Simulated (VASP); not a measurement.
Set up this calculation in VASP 6.6.1, as the native input.

| Property | Result |
| --- | --- |
| Task | single point |
| Functional | PBE |
| Potentials or basis | VASP PAW PBE potentials, release 64 (Ru_pv, Se) |
| Cutoff | 520 eV |
| k mesh | 5 × 5 × 3 |
| Occupations | gaussian, width 0.05 eV |
| Spin | collinear spin, antiferromagnetic start |
| Starting moments | [4.0, -4.0, 0.0, 0.0] μB |
| Dipole correction | no |
| Further INCAR settings | ALGO = Normal; EDIFF = 1e-07; NBANDS = 32 |

The structure of RuSe lies in POSCAR:

```
RuSe
1.0
    4.1061713500      0.0000000000      0.0000000000
   -2.0530856800      3.5560487000      0.0000000000
    0.0000000000      0.0000000000      6.7249606300
Ru Se
2 2
Direct
    0.6666666667      0.3333333333      0.0000000000
    0.3333333333      0.6666666667      0.5000000000
    0.6666666667      0.3333333333      0.6252000000
    0.3333333333      0.6666666667      0.1252000000
```

The input as run:

INCAR

```
ALGO = Normal
EDIFF = 1E-7
ENCUT = 520
GGA = PE
ISIF = 2
ISMEAR = 0
ISPIN = 2
LASPH = True
LCHARG = False
LMAXMIX = 4
LORBIT = 11
LREAL = False
LWAVE = False
MAGMOM = 4 -4 0 0
NBANDS = 32
NELM = 150
PREC = Accurate
SIGMA = 0.05
```

KPOINTS

```
k-points
0
Gamma
  5 5 3
```

Potentials or basis: VASP PAW PBE potentials, release 64 (Ru_pv, Se).

The run is started by

```bash
$ cat potpaw_PBE.64/Ru_pv/POTCAR potpaw_PBE.64/Se/POTCAR > POTCAR
$ mpirun -np 1 vasp_std > vasp.out
```

It gave:

```
Pressure                                              : -12.0 GPa
Largest force                                         : 0.112 eV/Å
Band gap on the k mesh                                : zero (filled and empty bands overlap)
Net moment                                            : 0.00 μB per cell
Valence electrons inside the program's atomic spheres : Ru 12.48; Se 3.77
```

Caveat: the cell stands under tension.

Wall time 120 s on 1 thread of Intel Xeon 8259CL (shared host), peak memory 0.27 GiB.
